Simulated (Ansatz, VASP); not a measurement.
## Two plane-wave programs on Rh

File INCAR:

```
ALGO = Normal
EDIFF = 1E-6
ENCUT = 520
GGA = RE
ISIF = 2
ISMEAR = -1
LASPH = True
LCHARG = False
LREAL = False
LWAVE = False
NBANDS = 22
NELM = 80
PREC = Accurate
SIGMA = 0.1
```

KPOINTS

```
k-points
0
Gamma
  11 11 11
```

POSCAR

```
Rh
1.0
    0.0000000000      2.8110024464      2.8110024464
    2.8110024464      0.0000000000      2.8110024464
    2.8110024464      2.8110024464      0.0000000000
Rh
2
Direct
    0.1250000000      0.1250000000      0.1250000000
    0.8750000000      0.8750000000      0.8750000000
```

Input for Ansatz:

```yaml
crystal:
  lattice:
    - [0.0, 2.8110024464, 2.8110024464]
    - [2.8110024464, 0.0, 2.8110024464]
    - [2.8110024464, 2.8110024464, 0.0]
  atoms:
    - { symbol: Rh, position: [0.125, 0.125, 0.125] }
    - { symbol: Rh, position: [0.875, 0.875, 0.875] }
hamiltonian:
  xc: revpbe
  pseudopotentials:
    kind: paw
    azcp:
      Rh: "pseudopotentials/Rh.paw.azcp"
basis:
  ecutwfc: 420
  fft_grid_basis: typed
kpoints:
  mp_grid: { grid: [11, 11, 11], shift: [0, 0, 0] }
magnetization:
  spin_polarized: false
scf:
  occupations: { method: fermi_dirac, width: 0.1 }
  lower_state_search: "off"
output:
  stress: true
```

Alike in both runs: task single point; functional revPBE; k mesh 11 × 11 × 11; occupations fermi-dirac, width 0.1 eV; no spin polarisation.

|  | VASP | Ansatz |
| --- | --- | --- |
| version | VASP 6.6.1 | Ansatz 0.2.0 |
| potentials or method | VASP PAW PBE potentials, release 64 (Rh_pv), cutoff 520 eV | plane waves (420 eV) with PAW, scalar-relativistic |
| valence electrons in the cell | 30 | 34 |

Ansatz gave:

```
pressure (GPa) : -4.2
```

Task: What did VASP give for the same quantities?

Result: Pressure (GPa): -4.1.

VASP's potentials were made for PBE, not for revPBE. VASP's potentials hold 30 valence electrons a cell and Ansatz's 34, so a difference there can come from the potentials and not from the codes.
